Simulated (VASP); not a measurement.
Wanted: the native input for a VASP 6.6.1 run.

* Task: single point
* Functional: PBE
* Potentials or basis: VASP PAW PBE potentials, release 64 (Sn_d, Te)
* Cutoff: 500 eV
* k mesh: 4 × 4 × 2
* Occupations: fermi-dirac, width 0.15 eV
* Spin: no spin polarisation
* Dipole correction: no
* Further INCAR settings: ALGO = Normal; EDIFF = 1e-06; NBANDS = 58

The structure of Sn3Te lies in POSCAR:

```
Sn3Te
1.0
    4.8656220000      0.0000000000      0.0000000000
    0.0000000000      4.8656220000      0.0000000000
    0.0000000000      0.0000000000      9.7312440000
Sn Te
6 2
Direct
    0.5000000000      0.5000000000      0.0000000000
    0.5000000000      0.0000000000      0.2500000000
    0.0000000000      0.5000000000      0.2500000000
    0.5000000000      0.5000000000      0.5000000000
    0.5000000000      0.0000000000      0.7500000000
    0.0000000000      0.5000000000      0.7500000000
    0.0000000000      0.0000000000      0.0000000000
    0.0000000000      0.0000000000      0.5000000000
```

One way to write it, as run:

INCAR

```
  PREC = Accurate
  ENCUT = 500
  EDIFF = 1E-6
  ISMEAR = -1
  SIGMA = 0.15
  LREAL = F
  LASPH = T
  NELM = 120
  ALGO = Normal
  ISIF = 2
  LWAVE = F
  LCHARG = F
  GGA = PE
  NBANDS = 58
  GGA_COMPAT = F
```

KPOINTS

```
regular mesh
0
Gamma
  4 4 2
```

Potentials or basis: VASP PAW PBE potentials, release 64 (Sn_d, Te).

The run is started by

```bash
$ cat potpaw_PBE.64/Sn_d/POTCAR potpaw_PBE.64/Te/POTCAR > POTCAR
$ mpirun -np 1 vasp_std > vasp.out
```

Results of the run:

```json
{
 "Pressure": "0.3 GPa",
 "Band gap on the k mesh": "zero (bands 48 and 49 overlap by 1.22 eV)"
}
```

Caveat: spin-orbit coupling is left out, which moves the levels of the heavy elements.

Wall time 2.4 min on 1 thread of AMD EPYC 7R43 64-Core Processor (Zen 3), with other jobs on the host, peak memory 0.3 GiB.
